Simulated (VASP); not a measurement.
Input of a VASP 6.6.1 run:

INCAR

```
PREC     = Accurate       # precision mode
ENCUT    = 520            # plane-wave cutoff, eV
EDIFF    = 1E-7           # SCF threshold, eV
ISMEAR   = 0              # smearing method
SIGMA    = 0.15           # smearing width, eV
LREAL    = False          # projectors in reciprocal space
LASPH    = True           # aspherical terms in the spheres
NELM     = 100            # most SCF steps
ALGO     = Fast           # electronic algorithm
ISIF     = 2              # what is computed and relaxed
LWAVE    = False          # write WAVECAR
LCHARG   = True           # write CHGCAR
GGA      = PS             # functional
LELF     = True           # ELF
LVHAR    = True         
NBANDS   = 14             # bands
```

The input KPOINTS:

```
regular mesh
0
Gamma
  16 16 16
```

File POSCAR:

```
AlNi
1.0
    1.9538327071     -1.9537807868      0.0000000000
    1.9538327071      1.9537807868      0.0000000000
    0.0000000000      0.0000000000      2.7159000000
Al Ni
1 1
Direct
    0.0000000000      0.0000000000      0.0000000000
    0.5000000000      0.5000000000      0.5000000000
```

Potentials or basis: VASP PAW PBE potentials, release 64 (Al, Ni).

Command:

```sh
$ cat potpaw_PBE.64/Al/POTCAR potpaw_PBE.64/Ni/POTCAR > POTCAR
$ mpirun -np 1 vasp_std > vasp.out
```

Problem. Estimate the pressure.

Solution. 27.9 GPa.

Stress tensor (GPa, compression positive):
```
27.10  0.00  0.00
 0.00 27.11  0.00
 0.00  0.00 29.62
```

Caveat: the PAW data sets were made with another functional, which shifts forces and pressure a little. Spin polarisation is off, so any magnetic state and its effect on volume and gap are missing.
